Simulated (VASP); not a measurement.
# GaCuSe2 (R-3m) in VASP: single point with PBEsol

Aim: the single point of GaCuSe2 with PBEsol.

All numbers are computed with VASP 6.6.1; they aren't measurements. Logs are shortened: lines on timing, memory, paths and dates and some standing lists are left out, and cuts for length are marked.

## 1. The cell of the first run

Symmetry: R-3m, No. 166, trigonal system. The conventional cell has a = 3.681 Å, b = 3.681 Å, c = 36.403 Å, α = 90.00°, β = 90.00°, γ = 120.00°. Cu (site symmetry 3m) has 6 Se at 2.54 to 2.59 Å and 3 Cu at 3.50 Å within 3.5 Å. Within 3.5 Å of Ga (site symmetry 3m) lie 6 Se at 2.63 to 2.69 Å. Se (site symmetry -3m) has 6 Cu at 2.54 Å within 3.4 Å. Within 3.4 Å of Se (site symmetry 3m) lie 3 Cu at 2.59 Å and 3 Ga at 2.63 Å. Se (site symmetry -3m) has 6 Ga at 2.69 Å within 3.5 Å.

## 2. Single point, PBEsol

File INCAR:

```
SYSTEM = GaCuSe2
PREC = Accurate
ENCUT = 520
EDIFF = 1E-6
ISMEAR = -1
SIGMA = 0.03
LREAL = .FALSE.
LASPH = .TRUE.
NELM = 60
ALGO = Normal
ISIF = 2
LWAVE = .FALSE.
LCHARG = .FALSE.
GGA = PS
NBANDS = 46
```

File KPOINTS:

```
regular mesh
0
G
  6 6 6
  0 0 0
```

File POSCAR:

```
GaCuSe2
1.0
    1.8406538316      1.0627019852     12.1344261399
   -1.8406538316      1.0627019852     12.1344261399
    0.0000000000     -2.1254039703     12.1344261399
Cu Ga Se
2 2 4
Direct
    0.8714871046      0.8714871046      0.8714871046
    0.1285128954      0.1285128954      0.1285128954
    0.3785950507      0.3785950507      0.3785950507
    0.6214049493      0.6214049493      0.6214049493
    0.5000000000      0.5000000000      0.5000000000
    0.7542838098      0.7542838098      0.7542838098
    1.0000000000      0.0000000000      0.0000000000
    0.2457161902      0.2457161902      0.2457161902
```

Potentials or basis: VASP PAW PBE potentials, release 64 (Cu, Ga_d, Se).

Launch:

```sh
$ cat potpaw_PBE.64/Cu/POTCAR potpaw_PBE.64/Ga_d/POTCAR potpaw_PBE.64/Se/POTCAR > POTCAR
$ mpirun -np 1 vasp_std > vasp.out
```

OUTCAR:

```text
SYSTEM = GaCuSe2
   PREC = Accurate
   ENCUT = 520
   EDIFF = 1E-6
   ISMEAR = -1
   LREAL = .FALSE.
   LASPH = .TRUE.
   NELM = 60
   ISIF = 2
   GGA = PS

 ion  position               nearest neighbor table
   1  0.871  0.871  0.871-   5 2.54   5 2.54   5 2.54   8 2.59   8 2.59   8 2.59
   2  0.129  0.129  0.129-   5 2.54   5 2.54   5 2.54   6 2.59   6 2.59   6 2.59
   3  0.379  0.379  0.379-   6 2.63   6 2.63   6 2.63   7 2.69   7 2.69   7 2.69
   4  0.621  0.621  0.621-   8 2.63   8 2.63   8 2.63   7 2.69   7 2.69   7 2.69
   5  0.500  0.500  0.500-   2 2.54   2 2.54   1 2.54   1 2.54   2 2.54   1 2.54
   6  0.754  0.754  0.754-   2 2.59   2 2.59   2 2.59   3 2.63   3 2.63   3 2.63
   7  0.000  0.000  0.000-   4 2.69   4 2.69   3 2.69   3 2.69   4 2.69   3 2.69
   8  0.246  0.246  0.246-   1 2.59   1 2.59   1 2.59   4 2.63   4 2.63   4 2.63

  LATTYP: Found a trigonal (rhomboedric) cell.
 ALAT       =    12.3191574299
 COS(alpha) =     0.9553509499

  Lattice vectors:

 A1 = (   1.8406538316,   1.0627019852,  12.1344261399)
 A2 = (  -1.8406538316,   1.0627019852,  12.1344261399)
 A3 = (   0.0000000000,  -2.1254039703,  12.1344261399)

Analysis of symmetry for initial positions (statically):
=====================================================================
 Subroutine PRICEL returns:
 Original cell was already a primitive cell.

 Routine SETGRP: Setting up the symmetry group for a
 trigonal (rhombohedral) supercell.

 Subroutine GETGRP returns: Found 12 space group operations
 (whereof 12 operations were pure point group operations)
 out of a pool of 12 trial point group operations.

The static configuration has the point symmetry D_3d.

Analysis of symmetry for dynamics (positions and initial velocities):
=====================================================================
 Subroutine PRICEL returns:
 Original cell was already a primitive cell.

 Routine SETGRP: Setting up the symmetry group for a
 trigonal (rhombohedral) supercell.

 Subroutine GETGRP returns: Found 12 space group operations
 (whereof 12 operations were pure point group operations)
 out of a pool of 12 trial point group operations.

The dynamic configuration has the point symmetry D_3d.

 Subroutine INISYM returns: Found 12 space group operations
 (whereof 12 operations are pure point group operations),
 and found     1 'primitive' translations

----------------------------------------------------------------------------------------

                                     Primitive cell

  volume of cell :     142.4145

  direct lattice vectors                    reciprocal lattice vectors
     1.840653832  1.062701985 12.134426140     0.271642604  0.156832931  0.027470053
    -1.840653832  1.062701985 12.134426140    -0.271642604  0.156832931  0.027470053
     0.000000000 -2.125403970 12.134426140     0.000000000 -0.313665861  0.027470053

  length of vectors
    12.319157430 12.319157430 12.319157430     0.314866442  0.314866442  0.314866442

  position of ions in fractional coordinates (direct lattice)
     0.871487105  0.871487105  0.871487105
     0.128512895  0.128512895  0.128512895
     0.378595051  0.378595051  0.378595051
     0.621404949  0.621404949  0.621404949
     0.500000000  0.500000000  0.500000000
     0.754283810  0.754283810  0.754283810
     0.000000000  0.000000000  0.000000000
     0.245716190  0.245716190  0.245716190

  ion indices of the primitive-cell ions
   primitive index   ion index
                 1           1
                 2           2
                 3           3
                 4           4
                 5           5
                 6           6
                 7           7
                 8           8

----------------------------------------------------------------------------------------

 KPOINTS: regular mesh

Automatic generation of k-mesh.
 Grid dimensions read from file:
 generate k-points for:    6    6    6

 Generating k-lattice:

  Cartesian coordinates                     Fractional coordinates (reciprocal lattice)
     0.045273767  0.026138822  0.004578342     0.166666667 -0.000000000 -0.000000000
    -0.045273767  0.026138822  0.004578342    -0.000000000  0.166666667 -0.000000000
     0.000000000 -0.052277644  0.004578342     0.000000000  0.000000000  0.166666667

  Length of vectors
     0.052477740  0.052477740  0.052477740

  Shift w.r.t. Gamma in fractional coordinates (k-lattice)
     0.000000000  0.000000000  0.000000000

 Subroutine IBZKPT returns following result:
 ===========================================

 Found     32 irreducible k-points:

 Following reciprocal coordinates:
            Coordinates               Weight
  0.000000  0.000000  0.000000      1.000000
  0.166667  0.000000 -0.000000      6.000000
  0.333333 -0.000000  0.000000      6.000000
  0.500000  0.000000  0.000000      3.000000
  0.166667  0.166667 -0.000000      6.000000
  0.333333  0.166667  0.000000     12.000000
[... 16 lines left out ...]
  0.500000  0.500000  0.166667      6.000000
 -0.333333  0.500000  0.166667     12.000000
 [... further k-points ...]
   k-points           NKPTS =     32   k-points in BZ     NKDIM =     32   number of bands    NBANDS=     46
   number of dos      NEDOS =    301   number of ions     NIONS =      8
   total plane-waves  NPLWV = 884736
   dimension x,y,z NGX =    96 NGY =   96 NGZ =   96
   dimension x,y,z NGXF=   192 NGYF=  192 NGZF=  192
   ions per type =               2   2   4
   NGX,Y,Z   is equivalent  to a cutoff of  12.96, 12.96, 12.96 a.u.
   NGXF,Y,Z  is equivalent  to a cutoff of  25.91, 25.91, 25.91 a.u.
 SYSTEM =  GaCuSe2
   PREC   = accura    normal or accurate (medium, high low for compatibility)
   ISTART =      0    job   : 0-new  1-cont  2-samecut
   ICHARG =      2    charge: 1-file 2-atom 10-const
   ISPIN  =      1    spin polarized calculation?
   LNONCOLLINEAR =      F non collinear calculations
   LSORBIT =      F    spin-orbit coupling
   LASPH  =      T    aspherical Exc in radial PAW
   ENCUT  =  520.0 eV  38.22 Ry    6.18 a.u.  22.91 22.91 22.91*2*pi/ulx,y,z
   NELM   =     60;   NELMIN=  2; NELMDL= -5     # of ELM steps
   EDIFF  = 0.1E-05   stopping-criterion for ELM
   LREAL  =      F    real-space projection
   EDIFFG = 0.1E-04   stopping-criterion for IOM
   NSW    =      0    number of steps for IOM
   IBRION =     -1    ionic relax: 0-MD 1-quasi-New 2-CG
   NFREE  =      0    steps in history (QN), initial steepest desc. (CG)
   ISIF   =      2    stress and relaxation
   ISYM   =      2    0-nonsym 1-usesym 2-fastsym
   POTIM  = 0.5000    time-step for ionic-motion
   TEBEG  =    0.0;   TEEND  =   0.0 temperature during run
   PSTRESS=    0.0 pullay stress
   NELECT =      72.0000    total number of electrons
   NUPDOWN=      -1.0000    fix difference up-down
   EMIN   =  10.00;   EMAX   =-10.00  energy-range for DOS
   EFERMI =   0.00;   METHOD = LEGACY
   ISMEAR =    -1;   SIGMA  =   0.03  broadening in eV -4-tet -1-fermi 0-gaus
   EFERMI_NEDOS =   21; number of points for ismear=-14 and -15
   IALGO  =     38    algorithm
   IMIX   =      4    mixing-type and parameters
     AMIX     =   0.40;   BMIX     =  1.00
     AMIX_MAG =   1.60;   BMIX_MAG =  1.00
  volume/ion in A,a.u.               =      17.80       120.13
  Fermi-wavevector in a.u.,A,eV,Ry     =   1.304170  2.464524 23.141606  1.700860
  Thomas-Fermi vector in A             =   2.435124
   LORBIT       =      0    0 simple, 1 ext, 2 COOP (PROOUT), +10 PAW based schemes
   GGA     = PS    functional components
   LHFCALC =     F    Hartree Fock is set to
   AEXX    =    0.0000 exact exchange contribution
   IVDW    =     0    specifies the selected vdW correction
   LEPSILON=     F    determine dielectric tensor
   LRPA    =     F    only Hartree local field effects (RPA)
 non-spin polarized calculation
  energy-cutoff  :      520.00
  volume of cell :      142.41
 maximum number of plane-waves:      3856
 NGX is ok and might be reduce to    96
   NGX = 45   NGY = 45   NGZ = 45

 number of electron      72.0000003 magnetization

 Free energy of the ion-electron system (eV)
  ---------------------------------------------------
  ext. energy  EPLUGINS =         0.00000000
  ---------------------------------------------------
  free energy    TOTEN  =       -32.84292827 eV

  energy without entropy =      -32.83245596  energy(sigma->0) =      -32.83769211

 E-fermi :   5.7321     XC(G=0): -11.0750

 val. band max:        5.7305270948   @ k =  -0.3333   0.1667   0.1667
 cond. band min:       5.7334988996   @ k =   0.3333   0.1667   0.0000
 fundamental gap:      0.0029718048
 Fermi energy:         5.7320862848

 k-point     1 :       0.0000    0.0000    0.0000
  band No.  band energies     occupation
      1      -9.3172      2.00000
      2      -9.2364      2.00000
      3      -9.2364      2.00000
      4      -9.2224      2.00000
      5      -9.2224      2.00000
      6      -9.2004      2.00000
[... 38 lines left out ...]
     45      11.0661      0.00000
     46      12.2096      0.00000

 k-point     2 :       0.1667    0.0000   -0.0000
  band No.  band energies     occupation
      1      -9.3427      2.00000
      2      -9.2825      2.00000
      3      -9.2297      2.00000
      4      -9.2164      2.00000
      5      -9.1997      2.00000
      6      -9.1938      2.00000
[... 38 lines left out ...]
     45      11.3567      0.00000
     46      11.6052      0.00000

 k-point     3 :       0.3333   -0.0000    0.0000
  band No.  band energies     occupation
      1      -9.4778      2.00000
      2      -9.3516      2.00000
      3      -9.2269      2.00000
      4      -9.2081      2.00000
      5      -9.2057      2.00000
      6      -9.1964      2.00000
[... 38 lines left out ...]
     45      11.7064      0.00000
     46      12.1467      0.00000

 k-point     4 :       0.5000    0.0000    0.0000
  band No.  band energies     occupation
      1      -9.5277      2.00000
      2      -9.3772      2.00000
      3      -9.2288      2.00000
      4      -9.2109      2.00000
      5      -9.2059      2.00000
      6      -9.2012      2.00000
[... 920 lines left out ...]
     45      11.6419      0.00000
     46      12.3240      0.00000

 k-point    23 :       0.5000    0.5000    0.1667
  band No.  band energies     occupation
      1      -9.4774      2.00000
      2      -9.3531      2.00000
      3      -9.2269      2.00000
      4      -9.2081      2.00000
      5      -9.2057      2.00000
      6      -9.1964      2.00000
[... 38 lines left out ...]
     45      11.8814      0.00000
     46      12.0750      0.00000

 k-point    24 :      -0.3333    0.5000    0.1667
  band No.  band energies     occupation
      1      -9.4824      2.00000
      2      -9.3671      2.00000
      3      -9.2838      2.00000
      4      -9.2202      2.00000
      5      -9.1997      2.00000
      6      -9.1913      2.00000
[... 38 lines left out ...]
     45      11.5516      0.00000
     46      12.1091      0.00000

 [... further k-points ...]

------------------------ aborting loop because EDIFF is reached ----------------------------------------

  FORCE on cell =-STRESS in cart. coord.  units (eV):
  Direction    XX          YY          ZZ          XY          YZ          ZX
  --------------------------------------------------------------------------------------
  -------------------------------------------------------------------------------------
  Total        0.2311200      0.2311200      0.2087783      0.0000000      0.0000000      0.0000000
  in kB        2.6001233      2.6001233      2.3487772      0.0000000      0.0000000      0.0000000
  external PRESSURE =       2.5163412 kB  Pullay stress =       0.0000000 kB

 VOLUME and BASIS-vectors are now :
 -----------------------------------------------------------------------------
  energy-cutoff  :      520.00
  volume of cell :      142.41
      direct lattice vectors                 reciprocal lattice vectors
     1.840653832  1.062701985 12.134426140     0.271642604  0.156832931  0.027470053
    -1.840653832  1.062701985 12.134426140    -0.271642604  0.156832931  0.027470053
     0.000000000 -2.125403970 12.134426140     0.000000000 -0.313665861  0.027470053

 POSITION                                       TOTAL-FORCE (eV/Angst)
 -----------------------------------------------------------------------------------
      0.00000      0.00000     31.72499         0.000000     -0.000000     -0.014591
      0.00000      0.00000      4.67829         0.000000      0.000000      0.014591
      0.00000      0.00000     13.78210         0.000000      0.000000      0.004679
      0.00000      0.00000     22.62118         0.000000     -0.000000     -0.004679
      0.00000      0.00000     18.20164        -0.000000      0.000000     -0.000000
      0.00000      0.00000     27.45840         0.000000     -0.000000     -0.024125
      0.00000      0.00000      0.00000         0.000000      0.000000     -0.000000
      0.00000      0.00000      8.94487         0.000000      0.000000      0.024125
 -----------------------------------------------------------------------------------
    total drift:                               -0.000000      0.000000      0.000000

  FREE ENERGIE OF THE ION-ELECTRON SYSTEM (eV)
  ---------------------------------------------------
  free  energy   TOTEN  =       -32.8429282680 eV

  energy  without entropy=      -32.8324559561  energy(sigma->0) =      -32.83769211
```

Wall time 35 min (1 thread of Intel Xeon 6975P-C (Granite Rapids), shared host); peak memory 1.6 GiB.

What came out:

```yaml
Free_energy: -32.8429 eV
Pressure: 0.3 GPa
Largest_force: 0.024 eV/Å
Band_gap_on_the_k_mesh: zero (bands 36 and 37 overlap by 0.90 eV)
```

Forces on the atoms (eV/Å):
```
Cu   0.000  0.000 -0.015
Cu   0.000  0.000  0.015
Ga   0.000  0.000  0.005
Ga   0.000  0.000 -0.005
Se   0.000  0.000  0.000
Se   0.000  0.000 -0.024
Se   0.000  0.000  0.000
Se   0.000  0.000  0.024
```

Caveat: the PAW data sets were made with another functional, which shifts forces and pressure a little. With open d or f shells a metallic result of PBEsol can be an artefact of self-interaction; +U or a hybrid may open a gap.
